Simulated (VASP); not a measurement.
Wanted: the native input for a VASP 6.6.1 run.

```yaml
Task: single point
Functional: LDA
Potentials_or_basis: VASP PAW LDA potentials, release 64 (Mg, Rh_pv)
Cutoff: 520 eV
k_mesh: 11 × 11 × 11
Occupations: fermi-dirac, width 0.1 eV
Spin: collinear spin, ferromagnetic start
Starting_moments: "[0.0, 1.2] μB"
Fixed_moment: 1.2 μB
Dipole_correction: no
Further_INCAR_settings: ALGO = Normal; EDIFF = 1e-07; NBANDS = 20
```

The structure of MgRh lies in POSCAR:

```
MgRh
1.0
    3.0992000000      0.0000000000      0.0000000000
    0.0000000000      3.0992000000      0.0000000000
    0.0000000000      0.0000000000      3.0992000000
Mg Rh
1 1
Direct
    0.0000000000      0.0000000000      0.0000000000
    0.5000000000      0.5000000000      0.5000000000
```

One way to write it, as run:

INCAR

```
  PREC = Accurate
  ENCUT = 520
  EDIFF = 1E-7
  ISMEAR = -1
  SIGMA = 0.1
  LREAL = F
  LASPH = T
  NELM = 150
  ALGO = Normal
  ISIF = 2
  LWAVE = F
  LCHARG = F
  ISPIN = 2
  MAGMOM = 0 1.2
  LORBIT = 11
  NUPDOWN = 1.2
  LMAXMIX = 4
  GGA = CA
  NBANDS = 20
```

KPOINTS

```
regular mesh
0
Gamma
  11 11 11
```

Potentials or basis: VASP PAW LDA potentials, release 64 (Mg, Rh_pv).

Run with:

```sh
$ cat potpaw_LDA.64/Mg/POTCAR potpaw_LDA.64/Rh_pv/POTCAR > POTCAR
$ mpirun -np 1 vasp_std > vasp.out
```

Results of the run:

* Pressure: -1.5 GPa
* Net moment: 1.20 μB per cell
* Site moments: Mg +0.04; Rh +0.93 μB
* Valence electrons inside the program's atomic spheres: Mg 0.47; Rh 13.80

Caveat: the total moment is fixed, so each spin has its own Fermi level.

Run time: 28 s on 1 thread of AMD EPYC 9R45 96-Core Processor (Zen 5), on a shared host, peak memory 0.14 GiB.
